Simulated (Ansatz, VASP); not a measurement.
# In3SbTe2 in VASP and in Ansatz

```
In Sb Te
1.0
     6.31615    0.00000    0.00000
    -3.15807    5.46994    0.00000
     0.00000    0.00000    6.00907
In Sb Te
3 1 2
Cartesian
  3.1581 0.0000 5.5231
  -1.5790 2.7350 5.5231
  1.5790 2.7350 5.5231
  0.0000 0.0000 1.4469
  0.0000 3.6466 1.1039
  3.1581 1.8233 1.1039
```

Alike in both runs: task relaxation of cell and atoms; functional PBE; k mesh 3 × 3 × 4; occupations gaussian, width 0.1 eV; no spin polarisation.

```csv
,VASP,Ansatz
version,VASP 6.6.1,Ansatz 0.2.0
potentials or method,"VASP PAW PBE potentials, release 64 (In_d, Sb, Te), cutoff 600 eV","scalar-relativistic, plane waves, PAW"
valence electrons in the cell,56,86
```

```tsv
	VASP	Ansatz	Ansatz less VASP
gap on the k mesh at the Fermi level, each at its own relaxed structure (eV)	none	none	-
relaxed volume (Å³/atom)	32.29	32.59	+0.302
relaxed cell length with the largest relative difference (Å)	5.983	6.008	+0.0250
```

A gap of «none» marks a metal or a gap that the smearing closes. VASP's potentials hold 56 valence electrons a cell and Ansatz's 86, so a difference there can come from the potentials and not from the codes.

The k mesh is coarse, so the values compare programs but aren't converged. Spin-orbit coupling is off throughout.
